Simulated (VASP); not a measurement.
# SiNi3 (P4/mmm) in VASP: a series of runs

SiNi3 is run at these levels: PBEsol; tasks: single point.

Program: VASP 6.6.1. These are calculated values, not measurements. Logs are shortened: lines on timing, memory, paths and dates and some standing lists are left out, and cuts for length are marked.

## Step 1: The cell of the first run

Symmetry: P4/mmm, No. 123, tetragonal system. Conventional cell: a = 3.634 Å, b = 3.634 Å, c = 3.288 Å, α = 90.00°, β = 90.00°, γ = 90.00°. Si (site symmetry 4/mmm) has 12 Ni at 2.45 to 2.57 Å and 2 Si at 3.29 Å within 3.3 Å. Within 3.3 Å of Ni (site symmetry mmm) lie 4 Si at 2.45 Å and 10 Ni at 2.45 to 3.29 Å. Ni (site symmetry 4/mmm) has 10 Ni at 2.45 to 3.29 Å and 4 Si at 2.57 Å within 3.3 Å.

## Step 2: Single point, PBEsol (strain +0.050 along x and y, -0.050 along z)

Input file INCAR:

```
SYSTEM = SiNi3
PREC = Accurate
ENCUT = 520
EDIFF = 1E-6
ISMEAR = 0
SIGMA = 0.15
LREAL = .FALSE.
LASPH = .TRUE.
NELM = 100
ALGO = Fast
ISIF = 2
LWAVE = .FALSE.
LCHARG = .FALSE.
GGA = PS
NBANDS = 25
```

Input file KPOINTS:

```
regular mesh
0
G
  14 14 14
  0 0 0
```

Input file POSCAR:

```
SiNi3
1.0
    3.6343080480      0.0000000000      0.0000000000
    0.0000000000      3.6343080480      0.0000000000
    0.0000000000      0.0000000000      3.2881834720
Si Ni
1 3
Direct
    0.0000000000      0.0000000000      0.0000000000
    0.0000000000      0.5000000000      0.5000000000
    0.5000000000      0.0000000000      0.5000000000
    0.5000000000      0.5000000000      0.0000000000
```

Potentials or basis: VASP PAW PBE potentials, release 64 (Si, Ni).

The run is started by

```
> cat potpaw_PBE.64/Si/POTCAR potpaw_PBE.64/Ni/POTCAR > POTCAR
> mpirun -np 1 vasp_std > vasp.out
```

OUTCAR:

```text
SYSTEM = SiNi3
   PREC = Accurate
   ENCUT = 520
   EDIFF = 1E-6
   ISMEAR = 0
   LREAL = .FALSE.
   LASPH = .TRUE.
   NELM = 100
   ISIF = 2
   GGA = PS

 ion  position               nearest neighbor table
   1  0.000  0.000  0.000-   2 2.45   3 2.45   2 2.45   3 2.45   2 2.45   2 2.45   3 2.45   3 2.45
                             4 2.57   4 2.57   4 2.57   4 2.57
   2  0.000  0.500  0.500-   1 2.45   4 2.45   1 2.45   4 2.45   1 2.45   1 2.45   4 2.45   4 2.45
                             3 2.57   3 2.57   3 2.57   3 2.57
   3  0.500  0.000  0.500-   1 2.45   4 2.45   1 2.45   4 2.45   4 2.45   4 2.45   1 2.45   1 2.45
                             2 2.57   2 2.57   2 2.57   2 2.57
   4  0.500  0.500  0.000-   2 2.45   3 2.45   2 2.45   3 2.45   3 2.45   3 2.45   2 2.45   2 2.45
                             1 2.57   1 2.57   1 2.57   1 2.57

  LATTYP: Found a simple tetragonal cell.
 ALAT       =     3.6343080480
 C/A-ratio  =     0.9047619048

  Lattice vectors:

 A1 = (   3.6343080480,   0.0000000000,   0.0000000000)
 A2 = (   0.0000000000,   3.6343080480,   0.0000000000)
 A3 = (   0.0000000000,   0.0000000000,   3.2881834720)

Analysis of symmetry for initial positions (statically):
=====================================================================
 Subroutine PRICEL returns:
 Original cell was already a primitive cell.

 Routine SETGRP: Setting up the symmetry group for a
 simple tetragonal supercell.

 Subroutine GETGRP returns: Found 16 space group operations
 (whereof 16 operations were pure point group operations)
 out of a pool of 16 trial point group operations.

The static configuration has the point symmetry D_4h.

Analysis of symmetry for dynamics (positions and initial velocities):
=====================================================================
 Subroutine PRICEL returns:
 Original cell was already a primitive cell.

 Routine SETGRP: Setting up the symmetry group for a
 simple tetragonal supercell.

 Subroutine GETGRP returns: Found 16 space group operations
 (whereof 16 operations were pure point group operations)
 out of a pool of 16 trial point group operations.

The dynamic configuration has the point symmetry D_4h.

 Subroutine INISYM returns: Found 16 space group operations
 (whereof 16 operations are pure point group operations),
 and found     1 'primitive' translations

----------------------------------------------------------------------------------------

                                     Primitive cell

  volume of cell :      43.4310

  direct lattice vectors                    reciprocal lattice vectors
     3.634308048  0.000000000  0.000000000     0.275155542  0.000000000  0.000000000
     0.000000000  3.634308048  0.000000000     0.000000000  0.275155542  0.000000000
     0.000000000  0.000000000  3.288183472     0.000000000  0.000000000  0.304119283

  length of vectors
     3.634308048  3.634308048  3.288183472     0.275155542  0.275155542  0.304119283

  position of ions in fractional coordinates (direct lattice)
     0.000000000  0.000000000  0.000000000
     0.000000000  0.500000000  0.500000000
     0.500000000  0.000000000  0.500000000
     0.500000000  0.500000000  0.000000000

  ion indices of the primitive-cell ions
   primitive index   ion index
                 1           1
                 2           2
                 3           3
                 4           4

----------------------------------------------------------------------------------------

 KPOINTS: regular mesh

Automatic generation of k-mesh.
 Grid dimensions read from file:
 generate k-points for:   14   14   14

 Generating k-lattice:

  Cartesian coordinates                     Fractional coordinates (reciprocal lattice)
     0.019653967  0.000000000  0.000000000     0.071428571  0.000000000  0.000000000
     0.000000000  0.019653967  0.000000000     0.000000000  0.071428571  0.000000000
     0.000000000  0.000000000  0.021722806     0.000000000  0.000000000  0.071428571

  Length of vectors
     0.019653967  0.019653967  0.021722806

  Shift w.r.t. Gamma in fractional coordinates (k-lattice)
     0.000000000  0.000000000  0.000000000

 Subroutine IBZKPT returns following result:
 ===========================================

 Found    288 irreducible k-points:

 Following reciprocal coordinates:
            Coordinates               Weight
  0.000000  0.000000  0.000000      1.000000
  0.071429  0.000000  0.000000      4.000000
  0.142857  0.000000  0.000000      4.000000
  0.214286  0.000000  0.000000      4.000000
  0.285714  0.000000  0.000000      4.000000
  0.357143  0.000000  0.000000      4.000000
[... 16 lines left out ...]
  0.285714  0.214286  0.000000      8.000000
  0.357143  0.214286  0.000000      8.000000
 [... further k-points ...]
   k-points           NKPTS =    288   k-points in BZ     NKDIM =    288   number of bands    NBANDS=     25
   number of dos      NEDOS =    301   number of ions     NIONS =      4
   total plane-waves  NPLWV =  18816
   dimension x,y,z NGX =    28 NGY =   28 NGZ =   24
   dimension x,y,z NGXF=    56 NGYF=   56 NGZF=   48
   ions per type =               1   3
   NGX,Y,Z   is equivalent  to a cutoff of  12.81, 12.81, 12.13 a.u.
   NGXF,Y,Z  is equivalent  to a cutoff of  25.62, 25.62, 24.27 a.u.
 SYSTEM =  SiNi3
   PREC   = accura    normal or accurate (medium, high low for compatibility)
   ISTART =      0    job   : 0-new  1-cont  2-samecut
   ICHARG =      2    charge: 1-file 2-atom 10-const
   ISPIN  =      1    spin polarized calculation?
   LNONCOLLINEAR =      F non collinear calculations
   LSORBIT =      F    spin-orbit coupling
   LASPH  =      T    aspherical Exc in radial PAW
   ENCUT  =  520.0 eV  38.22 Ry    6.18 a.u.   6.76  6.76  6.11*2*pi/ulx,y,z
   NELM   =    100;   NELMIN=  2; NELMDL= -5     # of ELM steps
   EDIFF  = 0.1E-05   stopping-criterion for ELM
   LREAL  =      F    real-space projection
   EDIFFG = 0.1E-04   stopping-criterion for IOM
   NSW    =      0    number of steps for IOM
   IBRION =     -1    ionic relax: 0-MD 1-quasi-New 2-CG
   NFREE  =      0    steps in history (QN), initial steepest desc. (CG)
   ISIF   =      2    stress and relaxation
   ISYM   =      2    0-nonsym 1-usesym 2-fastsym
   POTIM  = 0.5000    time-step for ionic-motion
   TEBEG  =    0.0;   TEEND  =   0.0 temperature during run
   PSTRESS=    0.0 pullay stress
   NELECT =      34.0000    total number of electrons
   NUPDOWN=      -1.0000    fix difference up-down
   EMIN   =  10.00;   EMAX   =-10.00  energy-range for DOS
   EFERMI =   0.00;   METHOD = LEGACY
   ISMEAR =     0;   SIGMA  =   0.15  broadening in eV -4-tet -1-fermi 0-gaus
   EFERMI_NEDOS =   21; number of points for ismear=-14 and -15
   IALGO  =     68    algorithm
   IMIX   =      4    mixing-type and parameters
     AMIX     =   0.40;   BMIX     =  1.00
     AMIX_MAG =   1.60;   BMIX_MAG =  1.00
  volume/ion in A,a.u.               =      10.86        73.27
  Fermi-wavevector in a.u.,A,eV,Ry     =   1.508810  2.851238 30.973778  2.276508
  Thomas-Fermi vector in A             =   2.619215
   LORBIT       =      0    0 simple, 1 ext, 2 COOP (PROOUT), +10 PAW based schemes
   GGA     = PS    functional components
   LHFCALC =     F    Hartree Fock is set to
   AEXX    =    0.0000 exact exchange contribution
   IVDW    =     0    specifies the selected vdW correction
   LEPSILON=     F    determine dielectric tensor
   LRPA    =     F    only Hartree local field effects (RPA)
 non-spin polarized calculation
 RMM-DIIS sequential band-by-band and
 Gauss-broadening in eV      SIGMA  =   0.15
  energy-cutoff  :      520.00
  volume of cell :       43.43
 maximum number of plane-waves:      1208
 NGX is ok and might be reduce to    28
   NGX = 13   NGY = 13   NGZ = 13

 number of electron      34.0000034 magnetization

 Free energy of the ion-electron system (eV)
  ---------------------------------------------------
  ext. energy  EPLUGINS =         0.00000000
  ---------------------------------------------------
  free energy    TOTEN  =       -26.12488689 eV

  energy without entropy =      -26.10533979  energy(sigma->0) =      -26.11511334

 E-fermi :  10.4348     XC(G=0): -13.1970

 val. band max:       10.4342269501   @ k =   0.2857   0.0714   0.0714
 cond. band min:      10.4403808000   @ k =   0.3571   0.3571   0.5000
 fundamental gap:      0.0061538498
 Fermi energy:        10.4347765461

 k-point     1 :       0.0000    0.0000    0.0000
  band No.  band energies     occupation
      1      -1.4914      2.00000
      2       5.5315      2.00000
      3       6.3247      2.00000
      4       6.4382      2.00000
      5       6.8024      2.00000
      6       6.9891      2.00000
[... 17 lines left out ...]
     24      20.2379      0.00000
     25      21.6793      0.00000

 k-point     2 :       0.0714    0.0000    0.0000
  band No.  band energies     occupation
      1      -1.4366      2.00000
      2       5.5261      2.00000
      3       6.2484      2.00000
      4       6.4596      2.00000
      5       6.7906      2.00000
      6       6.9986      2.00000
[... 17 lines left out ...]
     24      20.1106      0.00000
     25      21.5023      0.00000

 k-point     3 :       0.1429    0.0000    0.0000
  band No.  band energies     occupation
      1      -1.2740      2.00000
      2       5.4060      2.00000
      3       6.0745      2.00000
      4       6.5610      2.00000
      5       6.7558      2.00000
      6       7.0244      2.00000
[... 17 lines left out ...]
     24      19.8205      0.00000
     25      20.9075      0.00000

 k-point     4 :       0.2143    0.0000    0.0000
  band No.  band energies     occupation
      1      -1.0096      2.00000
      2       4.9335      2.00000
      3       6.0692      2.00000
      4       6.7013      2.00000
      5       6.7304      2.00000
      6       7.0579      2.00000
[... 17 lines left out ...]
     24      19.6478      0.00000
     25      20.0003      0.00000

 k-point     5 :       0.2857    0.0000    0.0000
  band No.  band energies     occupation
      1      -0.6570      2.00000
      2       4.2318      2.00000
      3       6.2023      2.00000
      4       6.6361      2.00000
      5       6.9458      2.00000
      6       7.0874      2.00000
[... 17 lines left out ...]
     24      18.9993      0.00000
     25      20.1741      0.00000

 k-point     6 :       0.3571    0.0000    0.0000
  band No.  band energies     occupation
      1      -0.2466      2.00000
      2       3.5012      2.00000
      3       6.3666      2.00000
      4       6.5747      2.00000
      5       7.1039      2.00000
      6       7.1750      2.00000
[... 17 lines left out ...]
     24      18.0327      0.00000
     25      21.3751      0.00000
[... 393 lines left out ...]
 k-point    21 :       0.5000    0.1429    0.0000
  band No.  band energies     occupation
      1       0.5060      2.00000
      2       2.8374      2.00000
      3       6.1138      2.00000
      4       6.6333      2.00000
      5       7.0347      2.00000
      6       7.4417      2.00000
[... 17 lines left out ...]
     24      19.3848      0.00000
     25      22.3810      0.00000

 k-point    22 :       0.2143    0.2143    0.0000
  band No.  band energies     occupation
      1      -0.5444      2.00000
      2       5.1057      2.00000
      3       5.3675      2.00000
      4       6.4740      2.00000
      5       6.9683      2.00000
      6       6.9702      2.00000
[... 17 lines left out ...]
     24      20.2342      0.00000
     25      21.1976      0.00000

 k-point    23 :       0.2857    0.2143    0.0000
  band No.  band energies     occupation
      1      -0.2058      2.00000
      2       4.5491      2.00000
      3       5.4179      2.00000
      4       6.5437      2.00000
      5       6.9643      2.00000
      6       7.0956      2.00000
[... 17 lines left out ...]
     24      19.5501      0.00000
     25      21.1542      0.00000

 k-point    24 :       0.3571    0.2143    0.0000
  band No.  band energies     occupation
      1       0.1851      2.00000
      2       3.8717      2.00000
      3       5.5589      2.00000
      4       6.6183      2.00000
      5       6.9631      2.00000
      6       7.2778      2.00000
[... 17 lines left out ...]
     24      20.0140      0.00000
     25      21.4565      0.00000

 [... further k-points ...]

------------------------ aborting loop because EDIFF is reached ----------------------------------------

  FORCE on cell =-STRESS in cart. coord.  units (eV):
  Direction    XX          YY          ZZ          XY          YZ          ZX
  --------------------------------------------------------------------------------------
  -------------------------------------------------------------------------------------
  Total       -3.4931527     -3.4931527     -0.3995036      0.0000000     -0.0000000      0.0000000
  in kB     -128.8631180   -128.8631180    -14.7377694      0.0000000     -0.0000000      0.0000000
  external PRESSURE =     -90.8213352 kB  Pullay stress =       0.0000000 kB

 VOLUME and BASIS-vectors are now :
 -----------------------------------------------------------------------------
  energy-cutoff  :      520.00
  volume of cell :       43.43
      direct lattice vectors                 reciprocal lattice vectors
     3.634308048  0.000000000  0.000000000     0.275155542  0.000000000  0.000000000
     0.000000000  3.634308048  0.000000000     0.000000000  0.275155542  0.000000000
     0.000000000  0.000000000  3.288183472     0.000000000  0.000000000  0.304119283

 POSITION                                       TOTAL-FORCE (eV/Angst)
 -----------------------------------------------------------------------------------
      0.00000      0.00000      0.00000         0.000000      0.000000      0.000000
      0.00000      1.81715      1.64409         0.000000      0.000000      0.000000
      1.81715      0.00000      1.64409         0.000000      0.000000      0.000000
      1.81715      1.81715      0.00000         0.000000      0.000000      0.000000
 -----------------------------------------------------------------------------------
    total drift:                                0.000000      0.000000      0.000000

  FREE ENERGIE OF THE ION-ELECTRON SYSTEM (eV)
  ---------------------------------------------------
  free  energy   TOTEN  =       -26.1248868866 eV

  energy  without entropy=      -26.1053397898  energy(sigma->0) =      -26.11511334
```

It took 2.3 min on 1 thread of Intel Xeon 6975P-C (Granite Rapids), shared host; peak memory 0.35 GiB.

What came out:

| Item | Value |
| --- | --- |
| Free energy | -26.1249 eV |
| Pressure | -9.1 GPa |
| Band gap on the k mesh | zero (bands 17 and 18 overlap by 0.51 eV) |

Caveat: the cell differs from its parent crystal (strain +0.050 along x and y, -0.050 along z); the cell stands under tension; the PAW data sets were made with another functional, which shifts forces and pressure a little. Spin polarisation is off, so any magnetic state and its effect on volume and gap are missing.

## Step 3: Single point, PBEsol (strain +0.050 along x and y, -0.025 along z)

Input file INCAR:

```
PREC = Accurate
ENCUT = 520
EDIFF = 1E-6
ISMEAR = 0
SIGMA = 0.15
LREAL = F
LASPH = T
NELM = 100
ALGO = Fast
ISIF = 2
LWAVE = F
LCHARG = T
GGA = PS
LELF = T
LVHAR = T
NBANDS = 25
```

Input file KPOINTS:

```
regular mesh
0
Gamma
  14 14 14
```

POSCAR: that of step 2 with these lines changed.

```diff
@@ -4,3 +4,3 @@
     0.0000000000      3.6343080480      0.0000000000
-    0.0000000000      0.0000000000      3.2881834720
+    0.0000000000      0.0000000000      3.3747146160
 Si Ni
```

Potentials or basis: VASP PAW PBE potentials, release 64 (Si, Ni).

The run is started by

```
> cat potpaw_PBE.64/Si/POTCAR potpaw_PBE.64/Ni/POTCAR > POTCAR
> mpirun -np 1 vasp_std > vasp.out
```

Wall time 3.2 min (1 thread of Intel Xeon 6975P-C (Granite Rapids), shared host); peak memory 0.35 GiB.

Results (log left out):

```yaml
Free_energy: -26.0897 eV
Pressure: -14.1 GPa
Band_gap_on_the_k_mesh: zero (bands 17 and 18 overlap by 0.38 eV)
```

Stress tensor (GPa, compression positive):
```
-16.97   0.00   0.00
  0.00 -16.97   0.00
  0.00   0.00  -8.27
```

Levels at points of the mesh, in eV from the Fermi level:
```
           k point  band 14  band 15  band 16  band 17  band 18  band 19  band 20  band 21
(0.00, 0.00, 0.00)    -0.44    -0.31    -0.21     0.09     0.09     0.11     4.31     5.68
(0.50, 0.00, 0.00)    -1.14    -1.12    -0.48     0.09     2.93     3.87     4.67     4.70
(0.50, 0.50, 0.00)    -1.40    -1.22    -1.04    -0.99     0.42     0.42     5.75     6.72
(0.00, 0.00, 0.50)    -1.07    -1.00    -0.72    -0.20     3.67     3.67     4.57     4.85
(0.50, 0.00, 0.50)    -1.18    -1.01    -1.00    -0.88     0.66     0.68     5.25     5.87
(0.50, 0.50, 0.50)    -1.23    -1.03    -0.38    -0.29    -0.29    -0.11     1.07     3.72
```

Caveat: the cell differs from its parent crystal (strain +0.050 along x and y, -0.025 along z); the cell stands under tension; the PAW data sets were made with another functional, which shifts forces and pressure a little.
